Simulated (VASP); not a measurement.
Runs of VASP 6.6.1 on NaSnF3. The structure is that of space group Pm-3m (No. 221), or close to it. The cells are those of the table. 

| level | cell | smearing | gap on the mesh (eV) | pressure (GPa) |
| --- | --- | --- | --- | --- |
| r2SCAN | a = 4.633 Å, 5 atoms | gaussian 0.01 eV | 1.13 | 0.0 |
| PBE | a = 4.818 Å, 5 atoms | fermi-dirac 0.02 eV | (a) | -2.9 |
| r2SCAN | a = 4.633, b = 4.633, c = 4.401 Å, 5 atoms | gaussian 0.01 eV | 0.68 | 3.0 |
| PBE | a = 4.633, b = 4.633, c = 4.401 Å, 5 atoms | fermi-dirac 0.02 eV | 0.46 | (c) |
| r2SCAN | a = 4.818 Å, 5 atoms | gaussian 0.01 eV | 1.81 | (b) |
| PBE | a = 4.772, b = 4.772, c = 4.579 Å, 5 atoms | fermi-dirac 0.02 eV | 1.05 | -0.4 |

Alike in all rows: task single point; potentials or basis VASP PAW PBE potentials, release 64 (Na_pv, Sn_d, F); no spin polarisation; k mesh 6 × 6 × 6; cutoff (eV) 520.

**Question.** Estimate the missing entries.

**Answer.** (a) 1.49; (b) -4.2; (c) 4.5.

Caveats: spin-orbit coupling is left out, which moves the levels of the heavy elements; the PAW data sets were made with another functional, which shifts forces and pressure a little (at least some runs); semilocal functionals underestimate gaps, and a narrow one can read as zero (at least some runs); the stress differs along the axes, from 1 to 7 GPa (at least some runs); the stress differs along the axes, from 3 to 8 GPa (at least some runs); the cell stands under tension (at least some runs).

A k mesh can miss the band edges, and the runs leave out spin-orbit coupling on Sn.
